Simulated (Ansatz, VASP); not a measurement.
## Two plane-wave programs on HfO2

```xyz
6
Lattice="3.5580 0.0000 0.0000 0.0000 3.5580 0.0000 0.0000 0.0000 5.1719" Properties=species:S:1:pos:R:3 pbc="T T T"
Hf    1.7790    1.7790    2.5859
Hf    0.0000    0.0000    0.0000
O     0.0000    1.7790    3.6059
O     1.7790    0.0000    4.1519
O     1.7790    0.0000    1.5660
O     0.0000    1.7790    1.0199
```

Alike in both runs: task single point; functional PBE; k mesh 4 × 4 × 4; no spin polarisation.

|  | VASP | Ansatz |
| --- | --- | --- |
| version | VASP 6.6.1 | Ansatz 0.2.0 |
| potentials or method | VASP PAW PBE potentials, release 64 (Hf_pv, O), cutoff 520 eV | plane waves, PAW |
| occupations | gaussian, width 0.01 eV | fixed |
| valence electrons in the cell | 44 | 76 |

```tsv
	VASP	Ansatz	Ansatz less VASP
gap on the k mesh at the Fermi level (eV)	4.75	4.77	+0.015
```

VASP's potentials hold 44 valence electrons a cell and Ansatz's 76, so a difference there can come from the potentials and not from the codes.

The k mesh is coarse, so the values compare programs but aren't converged. Neither program's run includes spin-orbit coupling.
